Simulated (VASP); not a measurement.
# Sc2Ru (Fm-3m) in VASP: further runs

The runs below take Sc2Ru through single point, with PBE.

Everything below comes from runs of VASP 6.6.1. Logs are shortened: lines on timing, memory, paths and dates and some standing lists are left out, and cuts for length are marked.

### 1 The cell of the first run

Symmetry: Fm-3m, No. 225, cubic system. The conventional cell has a = 5.867 Å, b = 5.867 Å, c = 5.867 Å, α = 90.00°, β = 90.00°, γ = 90.00°. Sc (site symmetry -43m) has 4 Ru at 2.54 Å and 6 Sc at 2.93 Å within 3.4 Å. Ru (site symmetry m-3m) has 8 Sc at 2.54 Å within 3.4 Å.

### 2 Single point, PBE

The input, INCAR:

```
  PREC = Accurate
  ENCUT = 520
  EDIFF = 1E-6
  ISMEAR = 0
  SIGMA = 0.1
  LREAL = F
  LASPH = T
  NELM = 100
  ALGO = Fast
  ISIF = 2
  LWAVE = F
  LCHARG = F
  GGA = PE
  NBANDS = 25
```

The input, KPOINTS:

```
regular mesh
0
Gamma
  6 6 6
```

The input, POSCAR:

```
Sc2Ru
1.0
    0.0000000000      2.9336498765      2.9336498765
    2.9336498765      0.0000000000      2.9336498765
    2.9336498765      2.9336498765      0.0000000000
Sc Ru
2 1
Direct
    0.2500000000      0.2500000000      0.2500000000
    0.7500000000      0.7500000000      0.7500000000
    0.0000000000      0.0000000000      0.0000000000
```

Potentials or basis: VASP PAW PBE potentials, release 64 (Sc_sv, Ru_pv).

On the command line:

```bash
$ cat potpaw_PBE.64/Sc_sv/POTCAR potpaw_PBE.64/Ru_pv/POTCAR > POTCAR
$ mpirun -np 1 vasp_std > vasp.out
```

OUTCAR:

```text
PREC = Accurate
   ENCUT = 520
   EDIFF = 1E-6
   ISMEAR = 0
   LREAL = F
   LASPH = T
   NELM = 100
   ISIF = 2
   GGA = PE

 ion  position               nearest neighbor table
   1  0.250  0.250  0.250-   3 2.54   3 2.54   3 2.54   3 2.54   2 2.93   2 2.93   2 2.93   2 2.93
                             2 2.93   2 2.93
   2  0.750  0.750  0.750-   3 2.54   3 2.54   3 2.54   3 2.54   1 2.93   1 2.93   1 2.93   1 2.93
                             1 2.93   1 2.93
   3  0.000  0.000  0.000-   2 2.54   2 2.54   2 2.54   1 2.54   1 2.54   1 2.54   2 2.54   1 2.54

  LATTYP: Found a face centered cubic cell.
 ALAT       =     5.8672997530

  Lattice vectors:

 A1 = (   0.0000000000,   2.9336498765,   2.9336498765)
 A2 = (   2.9336498765,   0.0000000000,   2.9336498765)
 A3 = (   2.9336498765,   2.9336498765,   0.0000000000)

Analysis of symmetry for initial positions (statically):
=====================================================================
 Subroutine PRICEL returns:
 Original cell was already a primitive cell.

 Routine SETGRP: Setting up the symmetry group for a
 face centered cubic supercell.

 Subroutine GETGRP returns: Found 48 space group operations
 (whereof 48 operations were pure point group operations)
 out of a pool of 48 trial point group operations.

The static configuration has the point symmetry O_h .

Analysis of symmetry for dynamics (positions and initial velocities):
=====================================================================
 Subroutine PRICEL returns:
 Original cell was already a primitive cell.

 Routine SETGRP: Setting up the symmetry group for a
 face centered cubic supercell.

 Subroutine GETGRP returns: Found 48 space group operations
 (whereof 48 operations were pure point group operations)
 out of a pool of 48 trial point group operations.

The dynamic configuration has the point symmetry O_h .

 Subroutine INISYM returns: Found 48 space group operations
 (whereof 48 operations are pure point group operations),
 and found     1 'primitive' translations

----------------------------------------------------------------------------------------

                                     Primitive cell

  volume of cell :      50.4958

  direct lattice vectors                    reciprocal lattice vectors
     0.000000000  2.933649877  2.933649877    -0.170436153  0.170436153  0.170436153
     2.933649877  0.000000000  2.933649877     0.170436153 -0.170436153  0.170436153
     2.933649877  2.933649877  0.000000000     0.170436153  0.170436153 -0.170436153

  length of vectors
     4.148807443  4.148807443  4.148807443     0.295204077  0.295204077  0.295204077

  position of ions in fractional coordinates (direct lattice)
     0.250000000  0.250000000  0.250000000
     0.750000000  0.750000000  0.750000000
     0.000000000  0.000000000  0.000000000

  ion indices of the primitive-cell ions
   primitive index   ion index
                 1           1
                 2           2
                 3           3

----------------------------------------------------------------------------------------

 KPOINTS: regular mesh

Automatic generation of k-mesh.
 Grid dimensions read from file:
 generate k-points for:    6    6    6

 Generating k-lattice:

  Cartesian coordinates                     Fractional coordinates (reciprocal lattice)
    -0.028406026  0.028406026  0.028406026     0.166666667  0.000000000  0.000000000
     0.028406026 -0.028406026  0.028406026     0.000000000  0.166666667  0.000000000
     0.028406026  0.028406026 -0.028406026     0.000000000  0.000000000  0.166666667

  Length of vectors
     0.049200679  0.049200679  0.049200679

  Shift w.r.t. Gamma in fractional coordinates (k-lattice)
     0.000000000  0.000000000  0.000000000

 Subroutine IBZKPT returns following result:
 ===========================================

 Found     16 irreducible k-points:

 Following reciprocal coordinates:
            Coordinates               Weight
  0.000000  0.000000  0.000000      1.000000
  0.166667  0.000000  0.000000      8.000000
  0.333333  0.000000  0.000000      8.000000
  0.500000  0.000000  0.000000      4.000000
  0.166667  0.166667  0.000000      6.000000
  0.333333  0.166667  0.000000     24.000000
[... 8 lines left out ...]
 -0.333333  0.333333  0.166667     24.000000
 -0.333333  0.500000  0.166667     12.000000
   k-points           NKPTS =     16   k-points in BZ     NKDIM =     16   number of bands    NBANDS=     25
   number of dos      NEDOS =    301   number of ions     NIONS =      3
   total plane-waves  NPLWV =  32768
   dimension x,y,z NGX =    32 NGY =   32 NGZ =   32
   dimension x,y,z NGXF=    64 NGYF=   64 NGZF=   64
   ions per type =               2   1
   NGX,Y,Z   is equivalent  to a cutoff of  12.82, 12.82, 12.82 a.u.
   NGXF,Y,Z  is equivalent  to a cutoff of  25.65, 25.65, 25.65 a.u.
 SYSTEM =  unknown system
   PREC   = accura    normal or accurate (medium, high low for compatibility)
   ISTART =      0    job   : 0-new  1-cont  2-samecut
   ICHARG =      2    charge: 1-file 2-atom 10-const
   ISPIN  =      1    spin polarized calculation?
   LNONCOLLINEAR =      F non collinear calculations
   LSORBIT =      F    spin-orbit coupling
   LASPH  =      T    aspherical Exc in radial PAW
   ENCUT  =  520.0 eV  38.22 Ry    6.18 a.u.   7.71  7.71  7.71*2*pi/ulx,y,z
   NELM   =    100;   NELMIN=  2; NELMDL= -5     # of ELM steps
   EDIFF  = 0.1E-05   stopping-criterion for ELM
   LREAL  =      F    real-space projection
   EDIFFG = 0.1E-04   stopping-criterion for IOM
   NSW    =      0    number of steps for IOM
   IBRION =     -1    ionic relax: 0-MD 1-quasi-New 2-CG
   NFREE  =      0    steps in history (QN), initial steepest desc. (CG)
   ISIF   =      2    stress and relaxation
   ISYM   =      2    0-nonsym 1-usesym 2-fastsym
   POTIM  = 0.5000    time-step for ionic-motion
   TEBEG  =    0.0;   TEEND  =   0.0 temperature during run
   PSTRESS=    0.0 pullay stress
   NELECT =      36.0000    total number of electrons
   NUPDOWN=      -1.0000    fix difference up-down
   EMIN   =  10.00;   EMAX   =-10.00  energy-range for DOS
   EFERMI =   0.00;   METHOD = LEGACY
   ISMEAR =     0;   SIGMA  =   0.10  broadening in eV -4-tet -1-fermi 0-gaus
   EFERMI_NEDOS =   21; number of points for ismear=-14 and -15
   IALGO  =     68    algorithm
   IMIX   =      4    mixing-type and parameters
     AMIX     =   0.40;   BMIX     =  1.00
     AMIX_MAG =   1.60;   BMIX_MAG =  1.00
  volume/ion in A,a.u.               =      16.83       113.59
  Fermi-wavevector in a.u.,A,eV,Ry     =   1.462483  2.763691 29.100895  2.138855
  Thomas-Fermi vector in A             =   2.578691
   LORBIT       =      0    0 simple, 1 ext, 2 COOP (PROOUT), +10 PAW based schemes
   GGA     = PE    functional components
   LHFCALC =     F    Hartree Fock is set to
   AEXX    =    0.0000 exact exchange contribution
   IVDW    =     0    specifies the selected vdW correction
   LEPSILON=     F    determine dielectric tensor
   LRPA    =     F    only Hartree local field effects (RPA)
 non-spin polarized calculation
 RMM-DIIS sequential band-by-band and
 Gauss-broadening in eV      SIGMA  =   0.10
  energy-cutoff  :      520.00
  volume of cell :       50.50
 maximum number of plane-waves:      1380
   NGX = 15   NGY = 15   NGZ = 15

 number of electron      35.9999994 magnetization

 Free energy of the ion-electron system (eV)
  ---------------------------------------------------
  ext. energy  EPLUGINS =         0.00000000
  ---------------------------------------------------
  free energy    TOTEN  =       -21.44433114 eV

  energy without entropy =      -21.43225221  energy(sigma->0) =      -21.43829168

 E-fermi :   7.2818     XC(G=0): -11.7450

 val. band max:        7.2732535928   @ k =  -0.3333   0.3333   0.1667
 cond. band min:       7.4991498706   @ k =   0.5000   0.5000   0.0000
 fundamental gap:      0.2258962778
 Fermi energy:         7.2817792277

 k-point     1 :       0.0000    0.0000    0.0000
  band No.  band energies     occupation
      1     -41.4783      2.00000
      2     -41.2569      2.00000
      3     -34.7265      2.00000
      4     -34.7265      2.00000
      5     -34.7265      2.00000
      6     -20.3697      2.00000
[... 17 lines left out ...]
     24      12.1268      0.00000
     25      12.1294      0.00000

 k-point     2 :       0.1667    0.0000    0.0000
  band No.  band energies     occupation
      1     -41.4673      2.00000
      2     -41.2721      2.00000
      3     -34.7276      2.00000
      4     -34.7276      2.00000
      5     -34.7205      2.00000
      6     -20.3361      2.00000
[... 17 lines left out ...]
     24      11.6764      0.00000
     25      11.6780      0.00000

 k-point     3 :       0.3333    0.0000    0.0000
  band No.  band energies     occupation
      1     -41.4325      2.00000
      2     -41.3154      2.00000
      3     -34.7297      2.00000
      4     -34.7297      2.00000
      5     -34.7082      2.00000
      6     -20.2456      2.00000
[... 17 lines left out ...]
     24      10.9305      0.00000
     25      10.9316      0.00000

 k-point     4 :       0.5000    0.0000    0.0000
  band No.  band energies     occupation
      1     -41.3844      2.00000
      2     -41.3679      2.00000
      3     -34.7308      2.00000
      4     -34.7308      2.00000
      5     -34.7017      2.00000
      6     -20.1587      2.00000
[... 17 lines left out ...]
     24      10.6806      0.00000
     25      10.6847      0.00000

 k-point     5 :       0.1667    0.1667    0.0000
  band No.  band energies     occupation
      1     -41.4652      2.00000
      2     -41.2754      2.00000
      3     -34.7290      2.00000
      4     -34.7290      2.00000
      5     -34.7166      2.00000
      6     -20.3702      2.00000
[... 17 lines left out ...]
     24      11.4244      0.00000
     25      11.4265      0.00000

 k-point     6 :       0.3333    0.1667    0.0000
  band No.  band energies     occupation
      1     -41.4423      2.00000
      2     -41.3053      2.00000
      3     -34.7313      2.00000
      4     -34.7288      2.00000
      5     -34.7078      2.00000
      6     -20.3403      2.00000
[... 17 lines left out ...]
     24      10.8476      0.00000
     25      10.9071      0.00000

 k-point     7 :       0.5000    0.1667    0.0000
  band No.  band energies     occupation
      1     -41.3981      2.00000
      2     -41.3552      2.00000
      3     -34.7322      2.00000
      4     -34.7255      2.00000
      5     -34.7044      2.00000
      6     -20.3131      2.00000
[... 17 lines left out ...]
     24      10.6099      0.00000
     25      10.9312      0.00000

 k-point     8 :      -0.3333    0.1667    0.0000
  band No.  band energies     occupation
      1     -41.4105      2.00000
      2     -41.3415      2.00000
      3     -34.7308      2.00000
      4     -34.7246      2.00000
      5     -34.7080      2.00000
      6     -20.3703      2.00000
[... 17 lines left out ...]
     24      10.5418      0.00000
     25      10.7275      0.00000

 k-point     9 :      -0.1667    0.1667    0.0000
  band No.  band energies     occupation
      1     -41.4495      2.00000
      2     -41.2954      2.00000
      3     -34.7285      2.00000
      4     -34.7275      2.00000
      5     -34.7144      2.00000
      6     -20.3791      2.00000
[... 17 lines left out ...]
     24      10.8825      0.00000
     25      11.0509      0.00000

 k-point    10 :       0.3333    0.3333    0.0000
  band No.  band energies     occupation
      1     -41.4389      2.00000
      2     -41.3122      2.00000
      3     -34.7339      2.00000
      4     -34.7339      2.00000
      5     -34.6963      2.00000
      6     -20.3689      2.00000
[... 17 lines left out ...]
     24      10.4953      0.00000
     25      10.6102      0.00000

 k-point    11 :       0.5000    0.3333    0.0000
  band No.  band energies     occupation
      1     -41.4172      2.00000
      2     -41.3382      2.00000
      3     -34.7350      2.00000
      4     -34.7304      2.00000
      5     -34.6944      2.00000
      6     -20.4636      2.00000
[... 17 lines left out ...]
     24      10.4479      0.00000
     25      11.0583      0.00000

 k-point    12 :      -0.3333    0.3333    0.0000
  band No.  band energies     occupation
      1     -41.3799      2.00000
      2     -41.3759      2.00000
      3     -34.7334      2.00000
      4     -34.7189      2.00000
      5     -34.7070      2.00000
      6     -20.4573      2.00000
[... 17 lines left out ...]
     24      10.4480      0.00000
     25      10.5424      0.00000

 k-point    13 :       0.5000    0.5000    0.0000
  band No.  band energies     occupation
      1     -41.4258      2.00000
      2     -41.3305      2.00000
      3     -34.7364      2.00000
      4     -34.7364      2.00000
      5     -34.6860      2.00000
      6     -20.5224      2.00000
[... 17 lines left out ...]
     24      10.8191      0.00000
     25      10.8191      0.00000

 k-point    14 :       0.5000    0.3333    0.1667
  band No.  band energies     occupation
      1     -41.4180      2.00000
      2     -41.3350      2.00000
      3     -34.7333      2.00000
      4     -34.7248      2.00000
      5     -34.7043      2.00000
      6     -20.3998      2.00000
[... 17 lines left out ...]
     24      10.7117      0.00000
     25      10.7799      0.00000

 k-point    15 :      -0.3333    0.3333    0.1667
  band No.  band energies     occupation
      1     -41.3800      2.00000
      2     -41.3759      2.00000
      3     -34.7346      2.00000
      4     -34.7158      2.00000
      5     -34.7090      2.00000
      6     -20.4254      2.00000
[... 17 lines left out ...]
     24      10.8050      0.00000
     25      10.8629      0.00000

 k-point    16 :      -0.3333    0.5000    0.1667
  band No.  band energies     occupation
      1     -41.4022      2.00000
      2     -41.3546      2.00000
      3     -34.7364      2.00000
      4     -34.7235      2.00000
      5     -34.6983      2.00000
      6     -20.4915      2.00000
[... 17 lines left out ...]
     24      10.9404      0.00000
     25      11.3262      0.00000

------------------------ aborting loop because EDIFF is reached ----------------------------------------

  FORCE on cell =-STRESS in cart. coord.  units (eV):
  Direction    XX          YY          ZZ          XY          YZ          ZX
  --------------------------------------------------------------------------------------
  -------------------------------------------------------------------------------------
  Total       10.5841762     10.5841762     10.5841762      0.0000000      0.0000000     -0.0000000
  in kB      335.8248322    335.8248322    335.8248322      0.0000000      0.0000000     -0.0000000
  external PRESSURE =     335.8248322 kB  Pullay stress =       0.0000000 kB

 VOLUME and BASIS-vectors are now :
 -----------------------------------------------------------------------------
  energy-cutoff  :      520.00
  volume of cell :       50.50
      direct lattice vectors                 reciprocal lattice vectors
     0.000000000  2.933649877  2.933649877    -0.170436153  0.170436153  0.170436153
     2.933649877  0.000000000  2.933649877     0.170436153 -0.170436153  0.170436153
     2.933649877  2.933649877  0.000000000     0.170436153  0.170436153 -0.170436153

 POSITION                                       TOTAL-FORCE (eV/Angst)
 -----------------------------------------------------------------------------------
      1.46682      1.46682      1.46682        -0.000000      0.000000     -0.000000
      4.40047      4.40047      4.40047         0.000000     -0.000000      0.000000
      0.00000      0.00000      0.00000        -0.000000      0.000000     -0.000000
 -----------------------------------------------------------------------------------
    total drift:                                0.000000     -0.000000      0.000000

  FREE ENERGIE OF THE ION-ELECTRON SYSTEM (eV)
  ---------------------------------------------------
  free  energy   TOTEN  =       -21.4443311368 eV

  energy  without entropy=      -21.4322522139  energy(sigma->0) =      -21.43829168
```

It took 12 s on 1 thread of Intel Xeon 6975P-C (Granite Rapids), shared host; peak memory 0.18 GiB.

Results:

```
Free energy            : -21.4443 eV
Pressure               : 33.6 GPa
Band gap on the k mesh : zero (band 18 reaches 7.27 eV, above the bottom of band 19 at 6.90 eV)
```

[end of part 1 of 2]
